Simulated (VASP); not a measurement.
Input of a VASP 6.6.1 run:

The input INCAR:

```
SYSTEM = Sn
ALGO = Fast
EDIFF = 1E-6
ENCUT = 520
GGA = PE
ISIF = 2
ISMEAR = 0
LASPH = .True.
LCHARG = .False.
LREAL = .False.
LWAVE = .False.
NBANDS = 21
NELM = 80
PREC = Accurate
SIGMA = 0.15
```

The input KPOINTS:

```
k-points
0
Gamma
  12 12 12
  0 0 0
```

File POSCAR:

```
Sn
1.0
    0.0000000000      3.2293720000      3.2456000000
    3.2618280000      0.0000000000      3.2456000000
    3.2618280000      3.2293720000      0.0000000000
Sn
2
Direct
    0.5000000000      0.5000000000      0.5000000000
    0.7500000000      0.7500000000      0.7500000000
```

Potentials or basis: VASP PAW PBE potentials, release 64 (Sn_d).

Launch:

```sh
$ cat potpaw_PBE.64/Sn_d/POTCAR > POTCAR
$ mpirun -np 1 vasp_std > vasp.out
```

Q: What does it give for the band gap on the k mesh?

A: Zero (bands 14 and 15 overlap by 0.10 eV).

Q: Predict the pressure.

A: 3.1 GPa.

Stress tensor (GPa, compression positive):
```
2.99 0.00 0.00
0.00 3.28 0.00
0.00 0.00 3.14
```

Caveat: the cell differs from its parent crystal (strain +0.0050 x Voigt [1, -1, 0, 0, 0, 0]); the cell stands under pressure; spin-orbit coupling is left out, which moves the levels of the heavy elements.
